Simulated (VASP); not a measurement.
# HRh6 in VASP: notebook

Runs on HRh6. Level: PBE. Tasks: single point.

All numbers are computed with VASP 6.6.1; they aren't measurements. Logs are shortened: lines on timing, memory, paths and dates and some standing lists are left out, and cuts for length are marked.

**1. The cell of the first run**

The cell holds a slab with vacuum, 14 atoms: a = 5.417 Å, b = 5.417 Å, c = 22.297 Å, α = 90.00°, β = 90.00°, γ = 120.00°.

**2. Single point, PBE**

Contents of INCAR:

```
  PREC = Accurate
  ENCUT = 520
  EDIFF = 1E-6
  ISMEAR = 0
  SIGMA = 0.1
  LREAL = False
  LASPH = True
  NELM = 60
  ALGO = Normal
  ISIF = 2
  LWAVE = False
  LCHARG = True
  LDIPOL = True
  IDIPOL = 3
  DIPOL = 0.5 0.5 0.299
  GGA = PE
  LELF = True
  LVHAR = True
  LVACPOTAV = True
  NBANDS = 104
```

Contents of KPOINTS:

```
Automatic mesh
0
Gamma
  6 6 1
```

Contents of POSCAR:

```
HRh6
1.0
    5.4165863251      0.0000000000      0.0000000000
   -2.7082931626      4.6909013593      0.0000000000
    0.0000000000      0.0000000000     22.2966119230
Rh H
12 2
Direct
    0.3333333333      0.1666666667      0.1793994538
    0.3333333333      0.6666666667      0.1793994538
    0.8333333333      0.1666666667      0.1793994538
    0.8333333333      0.6666666667      0.1793994538
    0.1666666667      0.3333333333      0.2757769167
    0.1666666667      0.8333333333      0.2757769167
    0.6666666667      0.3333333333      0.2757769167
    0.6666666667      0.8333333333      0.2757769167
    0.0000000000      0.0000000000      0.3721019118
    0.0000000000      0.5000000000      0.3721019118
    0.5000000000      0.0000000000      0.3721019118
    0.5000000000      0.5000000000      0.3721019118
    0.2153584700      0.4307169401      0.4353402192
    0.2846415300      0.5692830599      0.4353402192
```

Potentials or basis: VASP PAW PBE potentials, release 64 (Rh_pv, H).

On the command line:

```console
> cat potpaw_PBE.64/Rh_pv/POTCAR potpaw_PBE.64/H/POTCAR > POTCAR
> mpirun -np 1 vasp_std > vasp.out
```

OUTCAR:

```text
PREC = Accurate
   ENCUT = 520
   EDIFF = 1E-6
   ISMEAR = 0
   LREAL = False
   LASPH = True
   NELM = 60
   ISIF = 2
   GGA = PE

 ion  position               nearest neighbor table
   1  0.333  0.167  0.179-   5 2.66   7 2.66   6 2.66   4 2.71   4 2.71   3 2.71   3 2.71   2 2.71
                             2 2.71
   2  0.333  0.667  0.179-   6 2.66   8 2.66   5 2.66   3 2.71   3 2.71   4 2.71   4 2.71   1 2.71
                             1 2.71
   3  0.833  0.167  0.179-   7 2.66   5 2.66   8 2.66   2 2.71   2 2.71   1 2.71   1 2.71   4 2.71
                             4 2.71
   4  0.833  0.667  0.179-   8 2.66   6 2.66   7 2.66   1 2.71   1 2.71   2 2.71   2 2.71   3 2.71
                             3 2.71
   5  0.167  0.333  0.276-  12 2.66   9 2.66  10 2.66   1 2.66   3 2.66   2 2.66   8 2.71   8 2.71
                             7 2.71   7 2.71   6 2.71   6 2.71
   6  0.167  0.833  0.276-  11 2.66  10 2.66   9 2.66   2 2.66   4 2.66   1 2.66   7 2.71   7 2.71
                             8 2.71   8 2.71   5 2.71   5 2.71
   7  0.667  0.333  0.276-  10 2.66  11 2.66  12 2.66   3 2.66   1 2.66   4 2.66   6 2.71   6 2.71
                             5 2.71   5 2.71   8 2.71   8 2.71
   8  0.667  0.833  0.276-   9 2.66  12 2.66  11 2.66   4 2.66   2 2.66   3 2.66   5 2.71   5 2.71
                             6 2.71   6 2.71   7 2.71   7 2.71
   9  0.000  0.000  0.372-   8 2.66   5 2.66   6 2.66  12 2.71  12 2.71  11 2.71  11 2.71  10 2.71
                            10 2.71
  10  0.000  0.500  0.372-  13 1.98  14 1.98   7 2.66   6 2.66   5 2.66  11 2.71  11 2.71  12 2.71
                            12 2.71   9 2.71   9 2.71
  11  0.500  0.000  0.372-   6 2.66   7 2.66   8 2.66  10 2.71  10 2.71   9 2.71   9 2.71  12 2.71
                            12 2.71
  12  0.500  0.500  0.372-  14 1.98  13 1.98   5 2.66   8 2.66   7 2.66   9 2.71   9 2.71  10 2.71
                            10 2.71  11 2.71  11 2.71
  13  0.215  0.431  0.435-  14 0.65  10 1.98  12 1.98
  14  0.285  0.569  0.435-  13 0.65  12 1.98  10 1.98

  LATTYP: Found a hexagonal cell.
 ALAT       =     5.4165863251
 C/A-ratio  =     4.1163586408

  Lattice vectors:

 A1 = (   5.4165863251,   0.0000000000,   0.0000000000)
 A2 = (  -2.7082931626,   4.6909013593,   0.0000000000)
 A3 = (   0.0000000000,   0.0000000000,  22.2966119230)

Analysis of symmetry for initial positions (statically):
=====================================================================
 Subroutine PRICEL returns:
 Original cell was already a primitive cell.

 Routine SETGRP: Setting up the symmetry group for a
 hexagonal supercell.

 Subroutine GETGRP returns: Found  2 space group operations
 (whereof  2 operations were pure point group operations)
 out of a pool of 24 trial point group operations.

The static configuration has the point symmetry C_1h.

Analysis of symmetry for dynamics (positions and initial velocities):
=====================================================================
 Subroutine PRICEL returns:
[... 150 lines left out ...]
   LEPSILON=     F    determine dielectric tensor
   LRPA    =     F    only Hartree local field effects (RPA)
 non-spin polarized calculation
 Gauss-broadening in eV      SIGMA  =   0.10
  energy-cutoff  :      520.00
  volume of cell :      566.53
 maximum number of plane-waves:     15300
   NGX = 21   NGY = 21   NGZ = 83

 dipolmoment           0.000000      0.000000      0.151938 electrons x Angstroem

 number of electron     182.0000013 magnetization

 dipolmoment           0.000000      0.000000     -0.080258 electrons x Angstroem

 Free energy of the ion-electron system (eV)
  ---------------------------------------------------
  ext. energy  EPLUGINS =         0.00000000
  ---------------------------------------------------
  free energy    TOTEN  =       -86.71776515 eV

  energy without entropy =      -86.61006535  energy(sigma->0) =      -86.66391525

 E-fermi :   0.2057     XC(G=0):  -5.0307

 val. band max:        0.1988193881   @ k =   0.3333   0.3333   0.0000
 cond. band min:       0.2103071629   @ k =   0.0000   0.1667   0.0000
 fundamental gap:      0.0114877747
 Fermi energy:         0.2057428880

 k-point     1 :       0.0000    0.0000    0.0000
  band No.  band energies     occupation
      1     -46.9052      2.00000
      2     -46.9029      2.00000
      3     -46.8793      2.00000
      4     -46.8312      2.00000
      5     -46.7523      2.00000
      6     -46.7200      2.00000
[... 1367 lines left out ...]
    102       0.8169      0.00000
    103       1.7089      0.00000
 [bands above 103 left out]

------------------------ aborting loop because EDIFF is reached ----------------------------------------

  FORCE on cell =-STRESS in cart. coord.  units (eV):
  Direction    XX          YY          ZZ          XY          YZ          ZX
  --------------------------------------------------------------------------------------
  -------------------------------------------------------------------------------------
  Total       -4.4485507      1.1775462      1.9200604     -0.0000000     -0.3164579      0.0000000
  in kB      -12.5808007      3.3301798      5.4300599     -0.0000000     -0.8949643      0.0000000
  external PRESSURE =      -1.2735204 kB  Pullay stress =       0.0000000 kB

 VOLUME and BASIS-vectors are now :
 -----------------------------------------------------------------------------
  energy-cutoff  :      520.00
  volume of cell :      566.53
      direct lattice vectors                 reciprocal lattice vectors
     5.416586325  0.000000000  0.000000000     0.184618123  0.106589323  0.000000000
    -2.708293163  4.690901359  0.000000000     0.000000000  0.213178646  0.000000000
     0.000000000  0.000000000 22.296611923     0.000000000  0.000000000  0.044849863

 POSITION                                       TOTAL-FORCE (eV/Angst)
 -----------------------------------------------------------------------------------
      1.35415      0.78182      4.00000        -0.018252      0.035346     -0.079752
     -0.00000      3.12727      4.00000         0.000000     -0.045257     -0.055959
      4.06244      0.78182      4.00000         0.018252      0.035346     -0.079752
      2.70829      3.12727      4.00000         0.000000     -0.022537     -0.005156
      0.00000      1.56363      6.14889         0.000000     -0.083003     -0.228305
     -1.35415      3.90908      6.14889        -0.066470      0.046788     -0.136054
      2.70829      1.56363      6.14889        -0.000000      0.134846      0.411158
      1.35415      3.90908      6.14889         0.066470      0.046788     -0.136054
      0.00000      0.00000      8.29661         0.000000     -0.308182     -0.206775
     -1.35415      2.34545      8.29661        -0.426244     -0.102527      0.038641
      2.70829      0.00000      8.29661        -0.000000      0.359089     -0.198780
      1.35415      2.34545      8.29661         0.426244     -0.102527      0.038641
     -0.00000      2.02045      9.70661         0.000000     -7.603743      0.305738
      0.00000      2.67045      9.70661        -0.000000      7.609573      0.332409
 -----------------------------------------------------------------------------------
    total drift:                                0.000000      0.000044      0.001159

  FREE ENERGIE OF THE ION-ELECTRON SYSTEM (eV)
  ---------------------------------------------------
  free  energy   TOTEN  =       -86.7177651472 eV

  energy  without entropy=      -86.6100653470  energy(sigma->0) =      -86.66391525

 vacuum level on the upper side and lower side of the slab         4.657         5.229
```

OSZICAR:

```text
N       E                     dE             d eps       ncg     rms          rms(c)
DAV:   1     0.178726389045E+04    0.17873E+04   -0.11509E+05  3560   0.163E+03
DAV:   2    -0.287184701462E+02   -0.18160E+04   -0.17735E+04  2936   0.468E+02
DAV:   3    -0.905554512477E+02   -0.61837E+02   -0.57234E+02  3264   0.836E+01
[... 27 lines left out ...]
DAV:  31    -0.867177444347E+02   -0.16642E-04   -0.24191E-06  1928   0.546E-03    0.182E-03
DAV:  32    -0.867177564235E+02   -0.11989E-04   -0.75641E-07  1808   0.198E-03    0.310E-03
DAV:  33    -0.867177612626E+02   -0.48391E-05   -0.19958E-07  1632   0.116E-03    0.266E-03
DAV:  34    -0.867177642596E+02   -0.29970E-05   -0.28608E-07  1672   0.175E-03    0.703E-04
DAV:  35    -0.867177651472E+02   -0.88766E-06   -0.10209E-07  1600   0.703E-04
   1 F= -.86717765E+02 E0= -.86663915E+02  d E =-.107700E+00
```

stdout:

```text
POSCAR found type information on POSCAR RhH
 POSCAR found :  2 types and      14 ions
 scaLAPACK will be used
 LDA part: xc-table for (Slater+PW92), standard interpolation
 POSCAR, INCAR and KPOINTS ok, starting setup
 FFT: planning ... GRIDC
 FFT: planning ... GRID_SOFT
 FFT: planning ... GRID
 WAVECAR not read
 entering main loop
 -----------------------------------------------------------------------------
|                                                                             |
|           W    W    AA    RRRRR   N    N  II  N    N   GGGG   !!!           |
|           W    W   A  A   R    R  NN   N  II  NN   N  G    G  !!!           |
|           W    W  A    A  R    R  N N  N  II  N N  N  G       !!!           |
|           W WW W  AAAAAA  RRRRR   N  N N  II  N  N N  G  GGG   !            |
|           WW  WW  A    A  R   R   N   NN  II  N   NN  G    G                |
|           W    W  A    A  R    R  N    N  II  N    N   GGGG   !!!           |
|                                                                             |
|     Did not find any points to average over, which means that no vacuum     |
|     field-free region was found. Please increase the size of  your cell     |
|     in the dimension of the dipole correction to obtain accurate            |
|     workfunction values.                                                    |
|                                                                             |
 -----------------------------------------------------------------------------
```

It took 44 min on 1 thread of Intel Xeon Platinum 8488C (Sapphire Rapids), shared host; peak memory 0.89 GiB.

What came out:

```
Free energy            : -86.7178 eV
Largest force          : 7.617 eV/Å
Band gap on the k mesh : zero (bands 91 and 92 overlap by 0.80 eV)
```

Forces on the atoms (eV/Å):
```
Rh  -0.018  0.035 -0.080
Rh   0.000 -0.045 -0.056
Rh   0.018  0.035 -0.080
Rh   0.000 -0.023 -0.005
Rh   0.000 -0.083 -0.228
Rh  -0.066  0.047 -0.136
Rh   0.000  0.135  0.411
Rh   0.066  0.047 -0.136
Rh   0.000 -0.308 -0.207
Rh  -0.426 -0.103  0.039
Rh   0.000  0.359 -0.199
Rh   0.426 -0.103  0.039
H    0.000 -7.604  0.306
H    0.000  7.610  0.332
```

**3. Single point, PBE**

Contents of INCAR:

```
SYSTEM = HRh6
PREC = Accurate
ENCUT = 520
EDIFF = 1E-6
ISMEAR = 0
SIGMA = 0.1
LREAL = .False.
LASPH = .True.
NELM = 60
ALGO = Normal
ISIF = 2
LWAVE = .False.
LCHARG = .False.
LDIPOL = .True.
IDIPOL = 3
DIPOL = 0.5 0.5 0.301
GGA = PE
NBANDS = 104
```

Contents of KPOINTS:

```
regular mesh
0
Gamma
  6 6 1
  0 0 0
```

Changes to POSCAR since step 2:

```diff
@@ -20,3 +20,3 @@
     0.5000000000      0.5000000000      0.3721019118
-    0.2153584700      0.4307169401      0.4353402192
-    0.2846415300      0.5692830599      0.4353402192
+    0.1308864316      0.2617728632      0.4496921755
+    0.3691135684      0.7382271368      0.4496921755
```

Potentials or basis: VASP PAW PBE potentials, release 64 (Rh_pv, H).

On the command line:

```console
> cat potpaw_PBE.64/Rh_pv/POTCAR potpaw_PBE.64/H/POTCAR > POTCAR
> mpirun -np 1 vasp_std > vasp.out
```

It took 33 min on 1 thread of Intel Xeon Platinum 8488C (Sapphire Rapids), shared host; peak memory 0.86 GiB.

The run converged. Its results:

* Free energy: -86.5212 eV
* Largest force: 2.012 eV/Å
* Band gap on the k mesh: zero (bands 91 and 92 overlap by 0.87 eV)

Forces in eV/Å, atoms in the order of the input:
```
Rh  -0.019  0.000 -0.067
Rh   0.000 -0.074 -0.182
Rh   0.019  0.000 -0.067
Rh   0.000  0.138 -0.187
Rh   0.000 -0.098 -0.092
Rh  -0.096 -0.023  0.148
Rh   0.000  0.036  0.532
Rh   0.096 -0.023  0.148
Rh   0.000  0.758  1.269
Rh   0.155  0.000  0.642
Rh   0.000 -0.654  1.098
Rh  -0.155  0.000  0.642
H    0.000 -0.531 -1.926
H    0.000  0.467 -1.957
```

Levels at points of the mesh, in eV from the Fermi level:
```csv
k point,band 90,band 91,band 92,band 93,band 94,band 95
"(0.00, 0.00, 0.00)",0.40,0.51,0.51,0.52,0.54,0.88
"(0.50, 0.00, 0.00)",-0.71,-0.40,-0.36,-0.35,-0.20,0.19
"(0.00, 0.50, 0.00)",-0.52,-0.42,-0.36,-0.35,-0.29,0.21
```

**4. Single point, PBE**

Contents of INCAR:

```
SYSTEM = HRh6
  PREC = Accurate
  ENCUT = 520
  EDIFF = 1E-6
  ISMEAR = 0
  SIGMA = 0.1
  LREAL = .FALSE.
  LASPH = .TRUE.
  NELM = 60
  ALGO = Fast
  ISIF = 2
  LWAVE = .FALSE.
  LCHARG = .TRUE.
  LDIPOL = .TRUE.
  IDIPOL = 3
  DIPOL = 0.5 0.5 0.301
  GGA = PE
  LELF = .TRUE.
  LVHAR = .TRUE.
  LVACPOTAV = .TRUE.
  NBANDS = 104
```

Contents of KPOINTS:

```
Automatic mesh
0
G
  6 6 1
  0 0 0
```

Changes to POSCAR since step 3:

```diff
@@ -20,3 +20,3 @@
     0.5000000000      0.5000000000      0.3721019118
-    0.1308864316      0.2617728632      0.4496921755
-    0.3691135684      0.7382271368      0.4496921755
+    0.2153584700      0.4307169401      0.4496921755
+    0.2846415300      0.5692830599      0.4496921755
```

On the command line:

```console
> cat potpaw_PBE.64/Rh_pv/POTCAR potpaw_PBE.64/H/POTCAR > POTCAR
> mpirun -np 1 vasp_std > vasp.out
```

Wall time 53 min (1 thread of Oxide Virtual Turin-like, shared host); peak memory 0.87 GiB.

The run converged. Its results:

- Free energy: -86.8700 eV
- Largest force: 6.350 eV/Å
- Band gap on the k mesh: zero (bands 91 and 92 overlap by 0.77 eV)

Forces in eV/Å, atoms in the order of the input:
```
Rh   0.053  0.044 -0.036
Rh   0.000 -0.033 -0.034
Rh  -0.053  0.044 -0.036
Rh   0.000 -0.037  0.002
Rh   0.000 -0.078 -0.198
Rh  -0.045  0.036 -0.086
Rh   0.000  0.110  0.305
Rh   0.045  0.036 -0.086
Rh   0.000 -0.228 -0.197
Rh  -0.185 -0.038  0.041
Rh   0.000  0.201 -0.145
Rh   0.185 -0.038  0.041
H    0.000 -6.346  0.213
H    0.000  6.327  0.214
```

Levels at points of the mesh, in eV from the Fermi level:
| k point | band 88 | band 89 | band 90 | band 91 | band 92 | band 93 | band 94 | band 95 | band 96 | band 97 |
| --- | --- | --- | --- | --- | --- | --- | --- | --- | --- | --- |
| (0.00, 0.00, 0.00) | 0.26 | 0.36 | 0.41 | 0.41 | 0.52 | 0.52 | 0.53 | 0.93 | 0.94 | 0.95 |
| (0.50, 0.00, 0.00) | -0.80 | -0.77 | -0.44 | -0.37 | -0.35 | -0.33 | -0.15 | 0.19 | 0.26 | 0.47 |
| (0.00, 0.50, 0.00) | -0.80 | -0.79 | -0.44 | -0.37 | -0.36 | -0.33 | -0.13 | 0.21 | 0.27 | 0.45 |

**5. Single point, PBE**

Contents of INCAR:

```
SYSTEM = HRh6
ALGO     = Fast           ! electronic algorithm
DIPOL    = 0.5 0.5 0.294
EDIFF    = 1E-7           ! SCF threshold, eV
ENCUT    = 520            ! plane-wave cutoff, eV
GGA      = PE             ! functional
IDIPOL   = 3            
ISIF     = 2              ! what is computed and relaxed
ISMEAR   = 0              ! smearing method
LASPH    = .True.         ! aspherical terms in the spheres
LCHARG   = .False.        ! write CHGCAR
LDIPOL   = .True.       
LREAL    = .False.        ! projectors in reciprocal space
LWAVE    = .False.        ! write WAVECAR
NBANDS   = 104            ! bands
NELM     = 100            ! most SCF steps
PREC     = Accurate       ! precision mode
SIGMA    = 0.1            ! smearing width, eV
```

Contents of KPOINTS:

```
k-points
0
Gamma
  6 6 1
  0 0 0
```

Changes to POSCAR since step 4:

```diff
@@ -20,3 +20,3 @@
     0.5000000000      0.5000000000      0.3721019118
-    0.2153584700      0.4307169401      0.4496921755
-    0.2846415300      0.5692830599      0.4496921755
+    0.1703244811      0.3406489622      0.4066363066
+    0.3296755189      0.6593510378      0.4066363066
```

On the command line:

```console
> cat potpaw_PBE.64/Rh_pv/POTCAR potpaw_PBE.64/H/POTCAR > POTCAR
> mpirun -np 1 vasp_std > vasp.out
```

It took 54 min on 1 thread of Oxide Virtual Turin-like, shared host; peak memory 0.86 GiB.

It converged, with:

```
Free energy            : -87.8083 eV
Largest force          : 1.615 eV/Å
Band gap on the k mesh : zero (bands 91 and 92 overlap by 0.88 eV)
```

Forces on the atoms (eV/Å):
```
Rh  -0.074 -0.005 -0.039
Rh   0.000 -0.041 -0.043
Rh   0.074 -0.005 -0.039
Rh   0.000  0.062  0.005
Rh   0.000 -0.089 -0.538
Rh  -0.018  0.070 -0.289
Rh   0.000 -0.025 -0.242
Rh   0.018  0.070 -0.289
Rh   0.000 -0.838  0.006
Rh  -1.612  0.011 -0.099
Rh   0.000  0.819 -0.143
Rh   1.612  0.011 -0.099
H    0.000 -0.871  0.857
H    0.000  0.832  0.951
```

Levels at points of the mesh, in eV from the Fermi level:
```tsv
k point	band 90	band 91	band 92	band 93	band 94	band 95
(0.00, 0.00, 0.00)	0.35	0.49	0.51	0.52	0.59	0.73
(0.50, 0.00, 0.00)	-0.50	-0.43	-0.39	-0.28	-0.13	0.17
(0.00, 0.50, 0.00)	-0.49	-0.42	-0.36	-0.26	-0.17	0.17
```

**6. The runs side by side**

```tsv
cell	gap on the mesh (eV)	largest force (eV/Å)
as given, atomic positions A	none	7.62
as given, atomic positions B	none	2.01
as given, atomic positions C	none	6.35
as given, atomic positions D	none	1.62
```

Alike in all rows: task single point; level PBE; potentials or basis VASP PAW PBE potentials, release 64 (Rh_pv, H); no spin polarisation; k mesh 6 × 6 × 1; cutoff (eV) 520; smearing gaussian 0.1 eV.

Total energies depend on the potentials used, so only differences within one code and one set of settings carry meaning.

The gap in the log of VASP goes by the Fermi energy; the results here count the filled bands.